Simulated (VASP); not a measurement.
Wanted: the native input for a VASP 6.6.1 run.

| Quantity | Value |
| --- | --- |
| Task | single point |
| Functional | PBE |
| Potentials or basis | VASP PAW PBE potentials, release 64 (Li_sv, N, H) |
| Cutoff | 520 eV |
| k mesh | 2 × 2 × 1 |
| Occupations | gaussian, width 0.15 eV |
| Spin | no spin polarisation |
| Dipole correction | no |
| Further INCAR settings | LREAL = Auto; ALGO = Normal; EDIFF = 1e-07; NBANDS = 64 |

The structure of Li27HN lies in POSCAR:

```
Li27HN
1.0
   10.4700000000      0.0000000000      0.0000000000
    0.0000000000     10.4700000000      0.0000000000
    0.0000000000      0.0000000000     16.4900000000
Li N H
27 1 1
Direct
    0.0000000000      0.0000000000      0.0606428138
    0.3333333333      0.0000000000      0.0606428138
    0.6666666667      0.0000000000      0.0606428138
    0.0000000000      0.3333333333      0.0606428138
    0.3333333333      0.3333333333      0.0606428138
    0.6666666667      0.3333333333      0.0606428138
    0.0000000000      0.6666666667      0.0606428138
    0.3333333333      0.6666666667      0.0606428138
    0.6666666667      0.6666666667      0.0606428138
    0.1719536772      0.1547152818      0.1625171013
    0.4997506208      0.1593433620      0.1606157671
    0.8279651385      0.1550728749      0.1625567010
    0.1433835721      0.5000119389      0.1885986052
    0.5000337154      0.4999969436      0.1624086719
    0.8571676218      0.5000004776      0.1890329897
    0.1719793696      0.8453340974      0.1625111583
    0.4997389685      0.8406698185      0.1606236507
    0.8279316141      0.8449803247      0.1625488781
   -0.0002002865      0.0000041070      0.2672331716
    0.3403526266      0.0000340974      0.2707062462
    0.6596337154      0.0000255014      0.2706742874
    0.0005154728      0.3186658071      0.2661425106
    0.3475504298      0.3251153773      0.2651120073
    0.6515878701      0.3248636103      0.2649799272
    0.0004901624      0.6813762178      0.2660613705
    0.3475443171      0.6748873926      0.2651111583
    0.6515871060      0.6751442216      0.2649731352
    1.0016394460      0.5000464183      0.2640364463
    1.0003494747      0.5001838586      0.3268260158
```

The input as run:

INCAR

```
PREC = Accurate ; ENCUT = 520
EDIFF = 1E-7 ; ISMEAR = 0
SIGMA = 0.15 ; LREAL = Auto
LASPH = T ; NELM = 80
ALGO = Normal ; ISIF = 2
LWAVE = F ; LCHARG = F
GGA = PE ; NBANDS = 64
```

KPOINTS

```
Automatic mesh
0
Gamma
  2 2 1
```

Potentials or basis: VASP PAW PBE potentials, release 64 (Li_sv, N, H).

Run with:

```console
$ cat potpaw_PBE.64/Li_sv/POTCAR potpaw_PBE.64/N/POTCAR potpaw_PBE.64/H/POTCAR > POTCAR
$ mpirun -np 1 vasp_std > vasp.out
```

Results of the run:

* Largest force: 0.172 eV/Å
* Band gap on the k mesh: zero (an odd number of electrons rules out a gap without spin polarisation)

Caveat: there is no dipole correction, which matters where the two faces differ.

It took 14 min on 1 thread of Intel(R) Xeon(R) 6975P-C (Granite Rapids), with other jobs on the host, peak memory 1.6 GiB.
